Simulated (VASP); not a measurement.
# Na5H in VASP: single point with PBEsol

Aim: the single point of Na5H with PBEsol.

Program: VASP 6.6.1. These are calculated values, not measurements. Logs are shortened: lines on timing, memory, paths and dates and some standing lists are left out, and cuts for length are marked.

**1. The cell of the first run**

The cell holds a slab with vacuum, 6 atoms: a = 3.720 Å, b = 3.720 Å, c = 31.123 Å, α = 90.00°, β = 90.00°, γ = 120.00°.

**2. Single point, PBEsol**

Contents of INCAR:

```
  PREC = Accurate
  ENCUT = 520
  EDIFF = 1E-6
  ISMEAR = 0
  SIGMA = 0.1
  LREAL = False
  LASPH = True
  NELM = 100
  ALGO = Normal
  ISIF = 2
  LWAVE = False
  LCHARG = True
  LDIPOL = True
  IDIPOL = 3
  DIPOL = 0.5 0.5 0.502
  GGA = PS
  LELF = True
  LVHAR = True
  LVACPOTAV = True
  NBANDS = 27
```

Contents of KPOINTS:

```
Automatic mesh
0
Gamma
  9 9 1
```

Contents of POSCAR:

```
Na5H
1.0
    3.7196409407      0.0000000000      0.0000000000
   -1.8598204703      3.2213035476      0.0000000000
    0.0000000000      0.0000000000     31.1234352892
Na H
5 1
Direct
    0.6666666667      0.3333333333      0.2731060990
    0.3333333333      0.6666666667      0.3704879849
    0.6514725159      0.3485274841      0.4693663589
    0.3063125892      0.6936874108      0.5661353064
    0.6398035990      0.3601964010      0.6655383281
    0.3063354735     -0.3063354735      0.6645506872
```

Potentials or basis: VASP PAW PBE potentials, release 64 (Na_pv, H).

On the command line:

```bash
$ cat potpaw_PBE.64/Na_pv/POTCAR potpaw_PBE.64/H/POTCAR > POTCAR
$ mpirun -np 1 vasp_std > vasp.out
```

OUTCAR:

```text
PREC = Accurate
   ENCUT = 520
   EDIFF = 1E-6
   ISMEAR = 0
   LREAL = False
   LASPH = True
   NELM = 100
   ISIF = 2
   GGA = PS

 ion  position               nearest neighbor table
   1  0.667  0.333  0.273-
   2  0.333  0.667  0.370-
   3  0.651  0.349  0.469-
   4  0.306  0.694  0.566-
   5  0.640  0.360  0.666-
   6  0.306  0.694  0.665-

  LATTYP: Found a hexagonal cell.
 ALAT       =     3.7196409407
 C/A-ratio  =     8.3673224877

  Lattice vectors:

 A1 = (   3.7196409407,   0.0000000000,   0.0000000000)
 A2 = (  -1.8598204703,   3.2213035476,   0.0000000000)
 A3 = (   0.0000000000,   0.0000000000,  31.1234352892)

Analysis of symmetry for initial positions (statically):
=====================================================================
 Subroutine PRICEL returns:
 Original cell was already a primitive cell.

 Routine SETGRP: Setting up the symmetry group for a
 hexagonal supercell.

 Subroutine GETGRP returns: Found  2 space group operations
 (whereof  2 operations were pure point group operations)
 out of a pool of 24 trial point group operations.

The static configuration has the point symmetry C_1h.

Analysis of symmetry for dynamics (positions and initial velocities):
=====================================================================
 Subroutine PRICEL returns:
 Original cell was already a primitive cell.

 Routine SETGRP: Setting up the symmetry group for a
 hexagonal supercell.

 Subroutine GETGRP returns: Found  2 space group operations
 (whereof  2 operations were pure point group operations)
 out of a pool of 24 trial point group operations.

The dynamic configuration has the point symmetry C_1h.

 Subroutine INISYM returns: Found  2 space group operations
 (whereof  2 operations are pure point group operations),
 and found     1 'primitive' translations

----------------------------------------------------------------------------------------

                                     Primitive cell

  volume of cell :     372.9239

  direct lattice vectors                    reciprocal lattice vectors
     3.719640941  0.000000000  0.000000000     0.268843153  0.155216667  0.000000000
    -1.859820470  3.221303548  0.000000000     0.000000000  0.310433334  0.000000000
     0.000000000  0.000000000 31.123435289     0.000000000  0.000000000  0.032130129

  length of vectors
     3.719640941  3.719640941 31.123435289     0.310433334  0.310433334  0.032130129

  position of ions in fractional coordinates (direct lattice)
     0.666666667  0.333333333  0.273106099
     0.333333333  0.666666667  0.370487985
     0.651472516  0.348527484  0.469366359
     0.306312589  0.693687411  0.566135306
     0.639803599  0.360196401  0.665538328
     0.306335473  0.693664527  0.664550687

  ion indices of the primitive-cell ions
   primitive index   ion index
                 1           1
                 2           2
                 3           3
                 4           4
                 5           5
                 6           6

----------------------------------------------------------------------------------------

 KPOINTS: Automatic mesh

Automatic generation of k-mesh.
 Grid dimensions read from file:
 generate k-points for:    9    9    1

 Generating k-lattice:

  Cartesian coordinates                     Fractional coordinates (reciprocal lattice)
     0.029871461  0.017246296  0.000000000     0.111111111  0.000000000  0.000000000
     0.000000000  0.034492593  0.000000000     0.000000000  0.111111111  0.000000000
     0.000000000  0.000000000  0.032130129     0.000000000  0.000000000  1.000000000

  Length of vectors
     0.034492593  0.034492593  0.032130129

  Shift w.r.t. Gamma in fractional coordinates (k-lattice)
     0.000000000  0.000000000  0.000000000

 Subroutine IBZKPT returns following result:
 ===========================================

 Found     25 irreducible k-points:

 Following reciprocal coordinates:
            Coordinates               Weight
  0.000000  0.000000  0.000000      1.000000
  0.111111  0.000000  0.000000      4.000000
 -0.111111  0.111111  0.000000      2.000000
  0.222222  0.000000  0.000000      4.000000
 -0.222222  0.222222  0.000000      2.000000
  0.333333  0.000000  0.000000      4.000000
[... 16 lines left out ...]
 -0.222222 -0.444444  0.000000      4.000000
  0.444444  0.333333  0.000000      4.000000
   k-points           NKPTS =     25   k-points in BZ     NKDIM =     25   number of bands    NBANDS=     27
   number of dos      NEDOS =    301   number of ions     NIONS =      6
   total plane-waves  NPLWV = 188160
   dimension x,y,z NGX =    28 NGY =   28 NGZ =  240
   dimension x,y,z NGXF=    56 NGYF=   56 NGZF=  480
   ions per type =               5   1
   NGX,Y,Z   is equivalent  to a cutoff of  12.51, 12.51, 12.82 a.u.
   NGXF,Y,Z  is equivalent  to a cutoff of  25.03, 25.03, 25.64 a.u.
 SYSTEM =  unknown system
   PREC   = accura    normal or accurate (medium, high low for compatibility)
   ISTART =      0    job   : 0-new  1-cont  2-samecut
   ICHARG =      2    charge: 1-file 2-atom 10-const
   ISPIN  =      1    spin polarized calculation?
   LNONCOLLINEAR =      F non collinear calculations
   LSORBIT =      F    spin-orbit coupling
   LASPH  =      T    aspherical Exc in radial PAW
   ENCUT  =  520.0 eV  38.22 Ry    6.18 a.u.   6.92  6.92 57.87*2*pi/ulx,y,z
   NELM   =    100;   NELMIN=  2; NELMDL= -5     # of ELM steps
   EDIFF  = 0.1E-05   stopping-criterion for ELM
   LREAL  =      F    real-space projection
   EDIFFG = 0.1E-04   stopping-criterion for IOM
   NSW    =      0    number of steps for IOM
   IBRION =     -1    ionic relax: 0-MD 1-quasi-New 2-CG
   NFREE  =      0    steps in history (QN), initial steepest desc. (CG)
   ISIF   =      2    stress and relaxation
   ISYM   =      2    0-nonsym 1-usesym 2-fastsym
   POTIM  = 0.5000    time-step for ionic-motion
   TEBEG  =    0.0;   TEEND  =   0.0 temperature during run
   PSTRESS=    0.0 pullay stress
   NELECT =      36.0000    total number of electrons
   NUPDOWN=      -1.0000    fix difference up-down
   EMIN   =  10.00;   EMAX   =-10.00  energy-range for DOS
   EFERMI =   0.00;   METHOD = LEGACY
   ISMEAR =     0;   SIGMA  =   0.10  broadening in eV -4-tet -1-fermi 0-gaus
   EFERMI_NEDOS =   21; number of points for ismear=-14 and -15
   IALGO  =     38    algorithm
   IMIX   =      4    mixing-type and parameters
     AMIX     =   0.40;   BMIX     =  1.00
     AMIX_MAG =   1.60;   BMIX_MAG =  1.00
  volume/ion in A,a.u.               =      62.15       419.44
  Fermi-wavevector in a.u.,A,eV,Ry     =   0.750992  1.419170  7.673546  0.563990
  Thomas-Fermi vector in A             =   1.847871
   LORBIT       =      0    0 simple, 1 ext, 2 COOP (PROOUT), +10 PAW based schemes
   GGA     = PS    functional components
   LHFCALC =     F    Hartree Fock is set to
   AEXX    =    0.0000 exact exchange contribution
   IVDW    =     0    specifies the selected vdW correction
   LEPSILON=     F    determine dielectric tensor
   LRPA    =     F    only Hartree local field effects (RPA)
 non-spin polarized calculation
 Gauss-broadening in eV      SIGMA  =   0.10
  energy-cutoff  :      520.00
  volume of cell :      372.92
 maximum number of plane-waves:     10084
   NGX = 13   NGY = 13   NGZ =115

 dipolmoment           0.000000      0.000000      0.020049 electrons x Angstroem

 number of electron      35.9999998 magnetization

 dipolmoment           0.000000      0.000000     -0.052368 electrons x Angstroem

 Free energy of the ion-electron system (eV)
  ---------------------------------------------------
  ext. energy  EPLUGINS =         0.00000000
  ---------------------------------------------------
  free energy    TOTEN  =       -10.12787735 eV

  energy without entropy =      -10.12243873  energy(sigma->0) =      -10.12515804

 E-fermi :  -1.0213     XC(G=0):  -3.6474

 val. band max:       -1.1415884979   @ k =  -0.3333   0.3333   0.0000
 cond. band min:      -0.9958220618   @ k =  -0.1111   0.2222   0.0000
 fundamental gap:      0.1457664361
 Fermi energy:        -1.0212612362

 k-point     1 :       0.0000    0.0000    0.0000
  band No.  band energies     occupation
      1     -26.0217      2.00000
      2     -25.9897      2.00000
      3     -25.9897      2.00000
      4     -25.9102      2.00000
      5     -25.8865      2.00000
      6     -25.8860      2.00000
[... 19 lines left out ...]
     26       2.4092      0.00000
     27       3.5604      0.00000

 k-point     2 :       0.1111    0.0000    0.0000
  band No.  band energies     occupation
      1     -26.0212      2.00000
      2     -25.9930      2.00000
      3     -25.9905      2.00000
      4     -25.9095      2.00000
      5     -25.8903      2.00000
      6     -25.8869      2.00000
[... 19 lines left out ...]
     26       2.5810      0.00000
     27       3.6593      0.00000

 k-point     3 :      -0.1111    0.1111    0.0000
  band No.  band energies     occupation
      1     -26.0212      2.00000
      2     -25.9930      2.00000
      3     -25.9905      2.00000
      4     -25.9095      2.00000
      5     -25.8898      2.00000
      6     -25.8873      2.00000
[... 19 lines left out ...]
     26       2.5810      0.00000
     27       3.6594      0.00000

 k-point     4 :       0.2222    0.0000    0.0000
  band No.  band energies     occupation
      1     -26.0200      2.00000
      2     -26.0015      2.00000
      3     -25.9925      2.00000
      4     -25.9077      2.00000
      5     -25.8990      2.00000
      6     -25.8890      2.00000
[... 19 lines left out ...]
     26       3.0831      0.00000
     27       3.7033      0.00000

 k-point     5 :      -0.2222    0.2222    0.0000
  band No.  band energies     occupation
      1     -26.0200      2.00000
      2     -26.0015      2.00000
      3     -25.9925      2.00000
      4     -25.9078      2.00000
      5     -25.8984      2.00000
      6     -25.8895      2.00000
[... 19 lines left out ...]
     26       3.0840      0.00000
     27       3.7035      0.00000

 k-point     6 :       0.3333    0.0000    0.0000
  band No.  band energies     occupation
      1     -26.0186      2.00000
      2     -26.0112      2.00000
      3     -25.9948      2.00000
      4     -25.9091      2.00000
      5     -25.9063      2.00000
      6     -25.8934      2.00000
[... 444 lines left out ...]
      1     -26.0180      2.00000
      2     -26.0117      2.00000
      3     -25.9996      2.00000
      4     -25.9091      2.00000
      5     -25.9055      2.00000
      6     -25.8977      2.00000
[... 19 lines left out ...]
     26       3.0594      0.00000
     27       3.1779      0.00000

 k-point    22 :       0.3333    0.2222    0.0000
  band No.  band energies     occupation
      1     -26.0173      2.00000
      2     -26.0139      2.00000
      3     -26.0033      2.00000
      4     -25.9117      2.00000
      5     -25.9057      2.00000
      6     -25.9003      2.00000
[... 19 lines left out ...]
     26       2.7525      0.00000
     27       2.9662      0.00000

 k-point    23 :      -0.2222   -0.4444    0.0000
  band No.  band energies     occupation
      1     -26.0173      2.00000
      2     -26.0139      2.00000
      3     -26.0033      2.00000
      4     -25.9115      2.00000
      5     -25.9055      2.00000
      6     -25.9008      2.00000
[... 19 lines left out ...]
     26       2.7547      0.00000
     27       2.9833      0.00000

 k-point    24 :       0.4444    0.3333    0.0000
  band No.  band energies     occupation
      1     -26.0173      2.00000
      2     -26.0139      2.00000
      3     -26.0033      2.00000
      4     -25.9111      2.00000
      5     -25.9055      2.00000
      6     -25.9011      2.00000
[... 19 lines left out ...]
     26       2.7557      0.00000
     27       2.9855      0.00000

 [... further k-points ...]
[... 5 lines left out ...]
  --------------------------------------------------------------------------------------
  -------------------------------------------------------------------------------------
  Total       -0.0776029     -0.0765857     -0.0409145      0.0008809     -0.0175211      0.0303475
  in kB       -0.3334020     -0.3290321     -0.1757791      0.0037845     -0.0752752      0.1303807
  external PRESSURE =      -0.2794044 kB  Pullay stress =       0.0000000 kB

 VOLUME and BASIS-vectors are now :
 -----------------------------------------------------------------------------
  energy-cutoff  :      520.00
  volume of cell :      372.92
      direct lattice vectors                 reciprocal lattice vectors
     3.719640941  0.000000000  0.000000000     0.268843153  0.155216667  0.000000000
    -1.859820470  3.221303548  0.000000000     0.000000000  0.310433334  0.000000000
     0.000000000  0.000000000 31.123435289     0.000000000  0.000000000  0.032130129

 POSITION                                       TOTAL-FORCE (eV/Angst)
 -----------------------------------------------------------------------------------
      1.85982      1.07377      8.50000        -0.000015      0.000009      0.002289
     -0.00000      2.14754     11.53086        -0.005558      0.003209     -0.000563
      1.77505      1.12271     14.60829         0.001353     -0.000781     -0.001808
     -0.15076      2.23458     17.62008         0.003963     -0.002288      0.001643
      1.70994      1.16030     20.71384        -0.001397      0.000807     -0.000131
     -0.15063      2.23450     20.68310         0.001655     -0.000956     -0.001428
 -----------------------------------------------------------------------------------
    total drift:                               -0.000118      0.000068      0.000027

  FREE ENERGIE OF THE ION-ELECTRON SYSTEM (eV)
  ---------------------------------------------------
  free  energy   TOTEN  =       -10.1278773487 eV

  energy  without entropy=      -10.1224387335  energy(sigma->0) =      -10.12515804

 vacuum level on the upper side and lower side of the slab         1.115         1.906
```

It took 8.1 min on 1 thread of Intel Xeon Platinum 8259CL at 2.50GHz (Skylake/Cascade Lake), shared host; peak memory 0.56 GiB.

What came out:

* Free energy: -10.1279 eV
* Largest force: 0.006 eV/Å
* Band gap on the k mesh: zero (band 18 reaches 0.55 eV, above the bottom of band 19 at -2.69 eV)

Forces on the atoms (eV/Å):
```
Na   0.000  0.000  0.002
Na  -0.006  0.003 -0.001
Na   0.001 -0.001 -0.002
Na   0.004 -0.002  0.002
Na  -0.001  0.001  0.000
H    0.002 -0.001 -0.001
```

Caveat: the PAW data sets were made with another functional, which shifts forces and pressure a little.
